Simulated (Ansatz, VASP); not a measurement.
**BN: VASP beside Ansatz**

The input INCAR:

```
SYSTEM = BN
ALGO = Normal
EDIFF = 1E-6
ENCUT = 520
GGA = PE
ISIF = 2
ISMEAR = 0
LASPH = .True.
LCHARG = .False.
LREAL = .False.
LWAVE = .False.
NBANDS = 16
NELM = 80
PREC = Accurate
SIGMA = 0.05
```

The input KPOINTS:

```
k-points
0
Gamma
  12 12 6
  0 0 0
```

The input POSCAR:

```
BN
1.0
    2.5539396017      0.0000000000      0.0000000000
   -1.2769698009      2.2117765748      0.0000000000
    0.0000000000      0.0000000000      4.2268550000
B N
2 2
Direct
    0.6721256597      0.3373295936      0.9997240000
    0.3387923263      0.6706629269      0.4997240000
    0.6666666667      0.3333333333      0.6252760000
    0.3333333333      0.6666666667      0.1252760000
```

Input for Ansatz:

```yaml
crystal:
  lattice:
    - [2.5539396017, 0.0, 0.0]
    - [-1.2769698009, 2.2117765748, 0.0]
    - [0.0, 0.0, 4.226855]
  atoms:
    - { symbol: B, position: [0.6721256597, 0.3373295936, 0.999724] }
    - { symbol: B, position: [0.3387923263, 0.6706629269, 0.499724] }
    - { symbol: "N", position: [0.6666666667, 0.3333333333, 0.625276] }
    - { symbol: "N", position: [0.3333333333, 0.6666666667, 0.125276] }
basis:
  ecutwfc: 520.0
kpoints:
  mp_grid: { grid: [12, 12, 6] }
hamiltonian:
  xc: pbe
scf:
  occupations: { method: gaussian, width: 0.05 }
output:
  forces: true
  stress: true
  eigenvalues: true
```

Change from the starting cell: all B atoms moved +0.013 Å, as atom 1 along Cartesian [1 1 0].

Alike in both runs: task single point; functional PBE; k mesh 12 × 12 × 6; occupations gaussian, width 0.05 eV; no spin polarisation.

```csv
,VASP,Ansatz
version,VASP 6.6.1,Ansatz 0.2.0
potentials or method,"VASP PAW PBE potentials, release 64 (B, N), cutoff 520 eV","scalar-relativistic, plane waves, PAW"
valence electrons in the cell,16,16
```

```csv
,VASP,Ansatz,Ansatz less VASP
gap on the k mesh at the Fermi level (eV),5.18,5.19,+0.015
least direct gap on the mesh (eV),8.21,8.22,+0.007
pressure (GPa),0.2,0.0,-0.21
"traceless stress, the component that is largest in VASP (GPa)",-0.55,-0.53,+0.019
rms of the force components (eV/Å),0.176,0.175,-0.0007
```

Atom by atom the forces differ by 0.001 eV/Å (rms over components). The functional is the same, so the differences come from potentials, cutoffs and numerics.
